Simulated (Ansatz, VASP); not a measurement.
**SiC in VASP and in Ansatz**

```
CELL_PARAMETERS angstrom
-3.07600 0.00000 0.00000
-1.53800 -2.66389 0.00000
0.00000 0.00000 12.09600
ATOMIC_POSITIONS crystal
Si 0.33333 0.33333 0.54566
Si 0.33333 0.33333 0.12833
Si 0.66667 0.66667 0.75432
Si 0.66667 0.66667 0.33699
C 0.33333 0.33333 0.70633
C 0.33333 0.33333 0.28900
C 0.66667 0.66667 0.08034
C 0.66667 0.66667 0.49766
```

Alike in both runs: task single point; functional LDA; k mesh 10 × 10 × 3; occupations gaussian, width 0.05 eV; no spin polarisation.

|  | VASP | Ansatz |
| --- | --- | --- |
| version | VASP 6.6.1 | Ansatz 0.2.0 |
| potentials or method | VASP PAW LDA potentials, release 64 (Si, C), cutoff 520 eV | scalar-relativistic, plane waves, PAW |
| valence electrons in the cell | 32 | 32 |

```csv
,VASP,Ansatz,Ansatz less VASP
gap on the k mesh at the Fermi level (eV),none,none,-
pressure (GPa),-4.6,-4.9,-0.30
"traceless stress, the component that is largest in VASP (GPa)",-5.37,-5.21,+0.162
rms of the force components (eV/Å),0.558,0.561,+0.0035
```

LDA's correlation is that of Perdew and Zunger in VASP and of Perdew and Wang (1992) in Ansatz. Atom by atom the forces differ by 0.007 eV/Å (rms over components). A gap of «none» marks a metal or a gap that the smearing closes.
